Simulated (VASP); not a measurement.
Input of a VASP 6.6.1 run:

Contents of INCAR:

```
PREC = Accurate
ENCUT = 520
EDIFF = 1E-6
ISMEAR = 0
SIGMA = 0.1
LREAL = Auto
LASPH = True
NELM = 80
ALGO = Normal
ISIF = 2
LWAVE = False
LCHARG = False
LDIPOL = True
IDIPOL = 3
DIPOL = 0.5 0.5 0.475
GGA = PE
IVDW = 12
NBANDS = 84
```

KPOINTS

```
Automatic mesh
0
Gamma
  4 4 1
```

The input POSCAR:

```
Ta12H3N
1.0
    5.6896945745      0.0000000000      0.0000000000
   -1.8965648582      5.3642954887      0.0000000000
    0.0000000000      0.0000000000     24.2511161666
Ta N H
12 1 3
Direct
    0.2500000000      0.2500000000      0.3298817236
    0.2500000000      0.7500000000      0.3298817236
    0.7500000000      0.2500000000      0.3298817236
    0.7500000000      0.7500000000      0.3298817236
    0.4995845788      0.5004590621      0.4225756552
    0.5007097951      0.0005956078      0.4235828799
   -0.0003184239      0.4995892442      0.4237817319
    0.0007825551     -0.0007241000      0.4225642720
    0.7517299603      0.7487114806      0.5150732143
    0.7482052780      0.2485825815      0.5169412342
    0.2514049335      0.7515961981      0.5241804761
    0.2498835104      0.2487177870      0.5150732343
    1.2529995152      0.7458090909      0.6196858162
    1.1315306672      0.5794403136      0.6334171657
    1.4290833322      0.7690265762      0.6336768471
    1.1981435988      0.8892546411      0.6337365286
```

Potentials or basis: VASP PAW PBE potentials, release 64 (Ta_pv, N, H).

Launch:

```bash
$ cat potpaw_PBE.64/Ta_pv/POTCAR potpaw_PBE.64/N/POTCAR potpaw_PBE.64/H/POTCAR > POTCAR
$ mpirun -np 1 vasp_std > vasp.out
```

Q: Predict the dispersion energy per atom.

A: -0.340 eV.

Q: Estimate the band gap on the k mesh.

A: Zero (bands 70 and 71 overlap by 0.94 eV).

Forces in eV/Å, atoms in the order of the input:
```
Ta  -0.007  0.011  0.037
Ta   0.011 -0.004  0.116
Ta   0.001 -0.007 -0.224
Ta  -0.002  0.001  0.039
Ta   0.001  0.002  0.003
Ta   0.003 -0.008 -0.003
Ta   0.001 -0.012 -0.007
Ta   0.001  0.001 -0.005
Ta  -0.014  0.010  0.002
Ta   0.013 -0.004  0.016
Ta   0.006 -0.012  0.019
Ta  -0.012  0.023  0.004
N   -0.001 -0.001  0.034
H    0.006  0.020 -0.005
H   -0.010 -0.002 -0.010
H    0.003 -0.018 -0.016
```

Caveat: spin-orbit coupling is left out, which moves the levels of the heavy elements.
